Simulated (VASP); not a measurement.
## Li: single point with HSE06

The system is Li.

```
Li
1.0
    -1.73316    1.73316    1.73316
     1.73316   -1.73316    1.73316
     1.73316    1.73316   -1.73316
Li
1
Direct
  0.00000 0.00000 0.00000
```

* Program: VASP 6.6.1
* Task: single point
* Functional: HSE06
* Potentials or basis: VASP PAW PBE potentials, release 64 (Li_sv)
* Cutoff: 520 eV
* k mesh: 8 × 8 × 8
* Occupations: gaussian, width 0.05 eV
* Spin: no spin polarisation
* Dipole correction: no
* Grid for exact exchange (PRECFOCK): Normal
* Further INCAR settings: ALGO = Normal; EDIFF = 1e-06; NBANDS = 8
* Share of exact exchange: 0.25
* Screening parameter: 0.2079 1/Å

| Property | Result |
| --- | --- |
| Band gap on the k mesh | zero (an odd number of electrons rules out a gap without spin polarisation) |

Levels at points of the mesh, in eV from the Fermi level:
| k point | band 1 | band 2 | band 3 | band 4 | band 5 |
| --- | --- | --- | --- | --- | --- |
| (0.00, 0.00, 0.00) | -50.36 | -4.43 | 15.06 | 15.06 | 15.06 |
| (0.50, 0.00, 0.00) | -50.34 | 0.26 | 3.34 | 10.81 | 12.25 |
| (0.50, 0.50, 0.50) | -50.33 | 5.91 | 5.91 | 5.91 | 8.07 |

Run time: 4.6 min on 1 thread of Intel(R) Xeon(R) Platinum 8259CL CPU @ 2.50GHz (Skylake/Cascade Lake), on a shared host, peak memory 0.24 GiB.
